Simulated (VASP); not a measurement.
# GaN (I-4m2) in VASP: further runs

GaN is run at these levels: PBE; tasks: single point.

Everything below comes from runs of VASP 6.6.1. Logs are shortened: lines on timing, memory, paths and dates and some standing lists are left out, and cuts for length are marked.

**1. The cell of the first run**

It takes space group I-4m2 (No. 119, tetragonal). The conventional cell has a = 3.187 Å, b = 3.187 Å, c = 4.282 Å, α = 90.00°, β = 90.00°, γ = 90.00°. Ga (site symmetry -4m2) has 4 N at 1.92 Å within 2.5 Å. Within 2.5 Å of N (site symmetry -4m2) lie 4 Ga at 1.92 Å.

**2. Single point, PBE (strain -0.0500 x Voigt [0, 0, 1, 0, 0, 0])**

Contents of INCAR:

```
  PREC = Accurate
  ENCUT = 520
  EDIFF = 1E-6
  ISMEAR = 0
  SIGMA = 0.05
  LREAL = F
  LASPH = T
  NELM = 80
  ALGO = Normal
  ISIF = 2
  LWAVE = F
  LCHARG = F
  GGA = PE
  NBANDS = 16
```

Contents of KPOINTS:

```
Automatic mesh
0
Gamma
  10 10 10
```

Contents of POSCAR:

```
GaN
1.0
    0.0000000000      2.2535006075      2.1408255771
    2.2535006075      0.0000000000      2.1408255771
    2.2535006075      2.2535006075      0.0000000000
Ga N
1 1
Direct
    0.0000000000      0.0000000000      0.0000000000
    0.7500000000      0.7500000000      0.7500000000
```

Potentials or basis: VASP PAW PBE potentials, release 64 (Ga_d, N).

Launch:

```console
> cat potpaw_PBE.64/Ga_d/POTCAR potpaw_PBE.64/N/POTCAR > POTCAR
> mpirun -np 1 vasp_std > vasp.out
```

OUTCAR:

```text
PREC = Accurate
   ENCUT = 520
   EDIFF = 1E-6
   ISMEAR = 0
   LREAL = F
   LASPH = T
   NELM = 80
   ISIF = 2
   GGA = PE

 ion  position               nearest neighbor table
   1  0.000  0.000  0.000-   2 1.92   2 1.92   2 1.92   2 1.92
   2  0.750  0.750  0.750-   1 1.92   1 1.92   1 1.92   1 1.92

  LATTYP: Found a body centered tetragonal cell.
 ALAT       =     3.1869311219
 C/A-ratio  =     1.3435028842

  Lattice vectors:

 A1 = (   0.0000000000,  -2.2535006075,  -2.1408255771)
 A2 = (   0.0000000000,   2.2535006075,  -2.1408255771)
 A3 = (   2.2535006075,   0.0000000000,   2.1408255771)

Analysis of symmetry for initial positions (statically):
=====================================================================
 Subroutine PRICEL returns:
 Original cell was already a primitive cell.

 Routine SETGRP: Setting up the symmetry group for a
 body centered tetragonal supercell.

 Subroutine GETGRP returns: Found  8 space group operations
 (whereof  8 operations were pure point group operations)
 out of a pool of 16 trial point group operations.

The static configuration has the point symmetry D_2d.

Analysis of symmetry for dynamics (positions and initial velocities):
=====================================================================
 Subroutine PRICEL returns:
 Original cell was already a primitive cell.

 Routine SETGRP: Setting up the symmetry group for a
 body centered tetragonal supercell.

 Subroutine GETGRP returns: Found  8 space group operations
 (whereof  8 operations were pure point group operations)
 out of a pool of 16 trial point group operations.

The dynamic configuration has the point symmetry D_2d.

 Subroutine INISYM returns: Found  8 space group operations
 (whereof  8 operations are pure point group operations),
 and found     1 'primitive' translations

----------------------------------------------------------------------------------------

                                     Primitive cell

  volume of cell :      21.7434

  direct lattice vectors                    reciprocal lattice vectors
     0.000000000  2.253500607  2.140825577    -0.221877020  0.221877020  0.233554758
     2.253500607  0.000000000  2.140825577     0.221877020 -0.221877020  0.233554758
     2.253500607  2.253500607  0.000000000     0.221877020  0.221877020 -0.233554758

  length of vectors
     3.108279128  3.108279128  3.186931122     0.391160644  0.391160644  0.391160644

  position of ions in fractional coordinates (direct lattice)
     0.000000000  0.000000000  0.000000000
     0.750000000  0.750000000  0.750000000

  ion indices of the primitive-cell ions
   primitive index   ion index
                 1           1
                 2           2

----------------------------------------------------------------------------------------

 KPOINTS: Automatic mesh

Automatic generation of k-mesh.
 Grid dimensions read from file:
 generate k-points for:   10   10   10

 Generating k-lattice:

  Cartesian coordinates                     Fractional coordinates (reciprocal lattice)
    -0.022187702  0.022187702  0.023355476     0.100000000  0.000000000  0.000000000
     0.022187702 -0.022187702  0.023355476     0.000000000  0.100000000  0.000000000
     0.022187702  0.022187702 -0.023355476    -0.000000000 -0.000000000  0.100000000

  Length of vectors
     0.039116064  0.039116064  0.039116064

  Shift w.r.t. Gamma in fractional coordinates (k-lattice)
     0.000000000  0.000000000  0.000000000

 Subroutine IBZKPT returns following result:
 ===========================================

 Found    102 irreducible k-points:

 Following reciprocal coordinates:
            Coordinates               Weight
  0.000000  0.000000  0.000000      1.000000
  0.100000 -0.000000  0.000000      8.000000
  0.200000 -0.000000  0.000000      8.000000
  0.300000 -0.000000  0.000000      8.000000
  0.400000 -0.000000  0.000000      8.000000
  0.500000 -0.000000  0.000000      4.000000
[... 16 lines left out ...]
  0.300000  0.300000  0.000000      2.000000
  0.400000  0.300000  0.000000      8.000000
 [... further k-points ...]
   k-points           NKPTS =    102   k-points in BZ     NKDIM =    102   number of bands    NBANDS=     16
   number of dos      NEDOS =    301   number of ions     NIONS =      2
   total plane-waves  NPLWV =  13824
   dimension x,y,z NGX =    24 NGY =   24 NGZ =   24
   dimension x,y,z NGXF=    48 NGYF=   48 NGZF=   48
   ions per type =               1   1
   NGX,Y,Z   is equivalent  to a cutoff of  12.84, 12.84, 12.52 a.u.
   NGXF,Y,Z  is equivalent  to a cutoff of  25.67, 25.67, 25.04 a.u.
 SYSTEM =  unknown system
   PREC   = accura    normal or accurate (medium, high low for compatibility)
   ISTART =      0    job   : 0-new  1-cont  2-samecut
   ICHARG =      2    charge: 1-file 2-atom 10-const
   ISPIN  =      1    spin polarized calculation?
   LNONCOLLINEAR =      F non collinear calculations
   LSORBIT =      F    spin-orbit coupling
   LASPH  =      T    aspherical Exc in radial PAW
   ENCUT  =  520.0 eV  38.22 Ry    6.18 a.u.   5.78  5.78  5.93*2*pi/ulx,y,z
   NELM   =     80;   NELMIN=  2; NELMDL= -5     # of ELM steps
   EDIFF  = 0.1E-05   stopping-criterion for ELM
   LREAL  =      F    real-space projection
   EDIFFG = 0.1E-04   stopping-criterion for IOM
   NSW    =      0    number of steps for IOM
   IBRION =     -1    ionic relax: 0-MD 1-quasi-New 2-CG
   NFREE  =      0    steps in history (QN), initial steepest desc. (CG)
   ISIF   =      2    stress and relaxation
   ISYM   =      2    0-nonsym 1-usesym 2-fastsym
   POTIM  = 0.5000    time-step for ionic-motion
   TEBEG  =    0.0;   TEEND  =   0.0 temperature during run
   PSTRESS=    0.0 pullay stress
   NELECT =      18.0000    total number of electrons
   NUPDOWN=      -1.0000    fix difference up-down
   EMIN   =  10.00;   EMAX   =-10.00  energy-range for DOS
   EFERMI =   0.00;   METHOD = LEGACY
   ISMEAR =     0;   SIGMA  =   0.05  broadening in eV -4-tet -1-fermi 0-gaus
   EFERMI_NEDOS =   21; number of points for ismear=-14 and -15
   IALGO  =     38    algorithm
   IMIX   =      4    mixing-type and parameters
     AMIX     =   0.40;   BMIX     =  1.00
     AMIX_MAG =   1.60;   BMIX_MAG =  1.00
  volume/ion in A,a.u.               =      10.87        73.37
  Fermi-wavevector in a.u.,A,eV,Ry     =   1.537175  2.904840 32.149322  2.362909
  Thomas-Fermi vector in A             =   2.643721
   LORBIT       =      0    0 simple, 1 ext, 2 COOP (PROOUT), +10 PAW based schemes
   GGA     = PE    functional components
   LHFCALC =     F    Hartree Fock is set to
   AEXX    =    0.0000 exact exchange contribution
   IVDW    =     0    specifies the selected vdW correction
   LEPSILON=     F    determine dielectric tensor
   LRPA    =     F    only Hartree local field effects (RPA)
 non-spin polarized calculation
 Gauss-broadening in eV      SIGMA  =   0.05
  energy-cutoff  :      520.00
  volume of cell :       21.74
 maximum number of plane-waves:       596
   NGX = 11   NGY = 11   NGZ = 11

 number of electron      18.0000009 magnetization

 Free energy of the ion-electron system (eV)
  ---------------------------------------------------
  ext. energy  EPLUGINS =         0.00000000
  ---------------------------------------------------
  free energy    TOTEN  =       -12.05627994 eV

  energy without entropy =      -12.05627994  energy(sigma->0) =      -12.05627994

 E-fermi :   6.3040     XC(G=0): -11.9471

 val. band max:        6.0018501852   @ k =   0.0000   0.0000   0.0000
 cond. band min:       7.9059864266   @ k =   0.0000   0.0000   0.0000
 fundamental gap:      1.9041362413
 Fermi energy:         6.3039643311

 k-point     1 :       0.0000    0.0000    0.0000
  band No.  band energies     occupation
      1     -10.5258      2.00000
      2      -7.6613      2.00000
      3      -7.6613      2.00000
      4      -7.6047      2.00000
      5      -7.2741      2.00000
      6      -7.2673      2.00000
[... 8 lines left out ...]
     15      24.5405      0.00000
     16      24.5405      0.00000

 k-point     2 :       0.1000   -0.0000    0.0000
  band No.  band energies     occupation
      1     -10.4037      2.00000
      2      -7.6456      2.00000
      3      -7.6326      2.00000
      4      -7.5832      2.00000
      5      -7.2742      2.00000
      6      -7.2699      2.00000
[... 8 lines left out ...]
     15      23.3512      0.00000
     16      24.7601      0.00000

 k-point     3 :       0.2000   -0.0000    0.0000
  band No.  band energies     occupation
      1     -10.0895      2.00000
      2      -7.6099      2.00000
      3      -7.5747      2.00000
      4      -7.4541      2.00000
      5      -7.2708      2.00000
      6      -7.2683      2.00000
[... 8 lines left out ...]
     15      22.6744      0.00000
     16      23.7927      0.00000

 k-point     4 :       0.3000   -0.0000    0.0000
  band No.  band energies     occupation
      1      -9.7386      2.00000
      2      -7.5792      2.00000
      3      -7.5381      2.00000
      4      -7.2695      2.00000
      5      -7.2458      2.00000
      6      -7.0588      2.00000
[... 8 lines left out ...]
     15      23.4806      0.00000
     16      23.8346      0.00000
[... 324 lines left out ...]
 k-point    22 :      -0.2000    0.2000    0.0000
  band No.  band energies     occupation
      1      -9.6418      2.00000
      2      -7.5387      2.00000
      3      -7.5196      2.00000
      4      -7.2939      2.00000
      5      -7.2899      2.00000
      6      -6.9167      2.00000
[... 8 lines left out ...]
     15      23.3829      0.00000
     16      27.5553      0.00000

 k-point    23 :       0.3000    0.3000    0.0000
  band No.  band energies     occupation
      1      -9.4989      2.00000
      2      -7.5039      2.00000
      3      -7.4371      2.00000
      4      -7.4371      2.00000
      5      -7.2036      2.00000
      6      -6.7624      2.00000
[... 8 lines left out ...]
     15      27.6835      0.00000
     16      28.8153      0.00000

 k-point    24 :       0.4000    0.3000    0.0000
  band No.  band energies     occupation
      1      -9.3571      2.00000
      2      -7.5215      2.00000
      3      -7.3950      2.00000
      4      -7.3930      2.00000
      5      -7.1884      2.00000
      6      -6.2751      2.00000
[... 8 lines left out ...]
     15      28.3845      0.00000
     16      28.7844      0.00000

 [... further k-points ...]

------------------------ aborting loop because EDIFF is reached ----------------------------------------

  FORCE on cell =-STRESS in cart. coord.  units (eV):
  Direction    XX          YY          ZZ          XY          YZ          ZX
  --------------------------------------------------------------------------------------
  -------------------------------------------------------------------------------------
  Total        1.9248129      1.9248129      2.6191960      0.0000000      0.0000000      0.0000000
  in kB      141.8314237    141.8314237    192.9976152      0.0000000      0.0000000      0.0000000
  external PRESSURE =     158.8868208 kB  Pullay stress =       0.0000000 kB

 VOLUME and BASIS-vectors are now :
 -----------------------------------------------------------------------------
  energy-cutoff  :      520.00
  volume of cell :       21.74
      direct lattice vectors                 reciprocal lattice vectors
     0.000000000  2.253500607  2.140825577    -0.221877020  0.221877020  0.233554758
     2.253500607  0.000000000  2.140825577     0.221877020 -0.221877020  0.233554758
     2.253500607  2.253500607  0.000000000     0.221877020  0.221877020 -0.233554758

 POSITION                                       TOTAL-FORCE (eV/Angst)
 -----------------------------------------------------------------------------------
      0.00000      0.00000      0.00000        -0.000000     -0.000000      0.000000
      3.38025      3.38025      3.21124         0.000000      0.000000     -0.000000
 -----------------------------------------------------------------------------------
    total drift:                               -0.000001     -0.000001      0.000001

  FREE ENERGIE OF THE ION-ELECTRON SYSTEM (eV)
  ---------------------------------------------------
  free  energy   TOTEN  =       -12.0562799447 eV

  energy  without entropy=      -12.0562799447  energy(sigma->0) =      -12.05627994
```

It took 12 s on 1 thread of Intel Xeon Platinum 8559C (Emerald Rapids), shared host; peak memory 0.15 GiB.

What came out:

* Free energy: -12.0563 eV
* Pressure: 15.9 GPa
* Band gap on the k mesh: 1.90 eV, direct

Stress tensor (GPa, compression positive):
```
14.18  0.00  0.00
 0.00 14.18  0.00
 0.00  0.00 19.30
```

Caveat: the cell differs from its parent crystal (strain -0.0500 x Voigt [0, 0, 1, 0, 0, 0]).

**3. Single point, PBE (strain +0.0875 x Voigt [0, 0, 1, 0, 0, 0])**

Contents of INCAR:

```
SYSTEM = GaN
PREC = Accurate
ENCUT = 520
EDIFF = 1E-7
ISMEAR = 0
SIGMA = 0.05
LREAL = .FALSE.
LASPH = .TRUE.
NELM = 100
ALGO = Normal
ISIF = 2
LWAVE = .FALSE.
LCHARG = .FALSE.
GGA = PE
NBANDS = 16
```

Contents of KPOINTS:

```
Automatic mesh
0
G
  10 10 10
  0 0 0
```

Contents of POSCAR:

```
GaN
1.0
    0.0000000000      2.2535006075      2.4506819107
    2.2535006075      0.0000000000      2.4506819107
    2.2535006075      2.2535006075      0.0000000000
Ga N
1 1
Direct
    0.0000000000      0.0000000000      0.0000000000
    0.7500000000      0.7500000000      0.7500000000
```

Potentials or basis: VASP PAW PBE potentials, release 64 (Ga_d, N).

Launch:

```console
> cat potpaw_PBE.64/Ga_d/POTCAR potpaw_PBE.64/N/POTCAR > POTCAR
> mpirun -np 1 vasp_std > vasp.out
```

It took 26 s on 1 thread of Intel Xeon Platinum 8559C (Emerald Rapids), shared host; peak memory 0.17 GiB.

It converged, with:

```
Free energy            : -12.0661 eV
Pressure               : -8.7 GPa
Band gap on the k mesh : 1.00 eV, direct
```

Stress tensor (GPa, compression positive):
```
 -4.56   0.00   0.00
  0.00  -4.56   0.00
  0.00   0.00 -16.91
```

Levels at points of the mesh, in eV from the valence-band top:
```tsv
k point	band 7	band 8	band 9	band 10	band 11	band 12
(0.00, 0.00, 0.00)	-0.43	0.00	0.00	1.00	9.60	9.60
(0.50, 0.00, 0.00)	-6.64	-1.32	-0.69	3.76	8.15	9.45
(0.50, 0.50, 0.00)	-6.49	-2.15	-2.15	3.55	6.74	10.41
(0.50, 0.00, 0.50)	-5.63	-2.73	-2.72	3.05	5.61	11.28
```

Caveat: the cell differs from its parent crystal (strain +0.0875 x Voigt [0, 0, 1, 0, 0, 0]).

**4. Single point, PBE (strain +0.1000 x Voigt [0, 0, 1, 0, 0, 0])**

Contents of INCAR:

```
SYSTEM = GaN
ALGO = Normal
EDIFF = 1E-7
ENCUT = 520
GGA = PE
ISIF = 2
ISMEAR = 0
LASPH = .True.
LCHARG = .False.
LREAL = .False.
LWAVE = .False.
NBANDS = 16
NELM = 100
PREC = Accurate
SIGMA = 0.05
```

Contents of KPOINTS:

```
k-points
0
Gamma
  10 10 10
  0 0 0
```

Contents of POSCAR:

```
GaN
1.0
    0.0000000000      2.2535006075      2.4788506683
    2.2535006075      0.0000000000      2.4788506683
    2.2535006075      2.2535006075      0.0000000000
Ga N
1 1
Direct
    0.0000000000      0.0000000000      0.0000000000
    0.7500000000      0.7500000000      0.7500000000
```

Launch:

```console
> cat potpaw_PBE.64/Ga_d/POTCAR potpaw_PBE.64/N/POTCAR > POTCAR
> mpirun -np 1 vasp_std > vasp.out
```

Run time: 27 s. Hardware: 1 thread of Intel Xeon Platinum 8559C (Emerald Rapids), shared host; peak memory 0.17 GiB.

Results (log left out):

* Free energy: -12.0335 eV
* Pressure: -10.2 GPa
* Band gap on the k mesh: 0.90 eV, direct

Stress tensor (GPa, compression positive):
```
 -5.44   0.00   0.00
  0.00  -5.44   0.00
  0.00   0.00 -19.74
```

Levels at points of the mesh, in eV from the valence-band top:
| k point | band 7 | band 8 | band 9 | band 10 | band 11 | band 12 |
| --- | --- | --- | --- | --- | --- | --- |
| (0.00, 0.00, 0.00) | -0.50 | 0.00 | 0.00 | 0.90 | 9.50 | 9.50 |
| (0.50, 0.00, 0.00) | -6.59 | -1.37 | -0.66 | 3.62 | 8.06 | 9.36 |
| (0.50, 0.50, 0.00) | -6.54 | -2.08 | -2.08 | 3.58 | 6.71 | 10.27 |
| (0.50, 0.00, 0.50) | -5.57 | -2.74 | -2.72 | 3.01 | 5.48 | 11.21 |

Caveat: the cell differs from its parent crystal (strain +0.1000 x Voigt [0, 0, 1, 0, 0, 0]).

**5. The runs side by side**

| cell | gap on the mesh (eV) | pressure (GPa) |
| --- | --- | --- |
| a = 3.108, b = 3.108, c = 3.187 Å, angles 59.2, 59.2, 61.7°, 2 atoms | 1.90 | 15.9 |
| a = 3.329, b = 3.329, c = 3.187 Å, angles 61.4, 61.4, 57.2°, 2 atoms | 1.00 | -8.7 |
| a = 3.350, b = 3.350, c = 3.187 Å, angles 61.6, 61.6, 56.8°, 2 atoms | 0.90 | -10.2 |

Alike in all rows: task single point; level PBE; potentials or basis VASP PAW PBE potentials, release 64 (Ga_d, N); no spin polarisation; k mesh 10 × 10 × 10; cutoff (eV) 520; smearing gaussian 0.05 eV.

Total energies depend on the potentials used, so only differences within one code and one set of settings carry meaning.
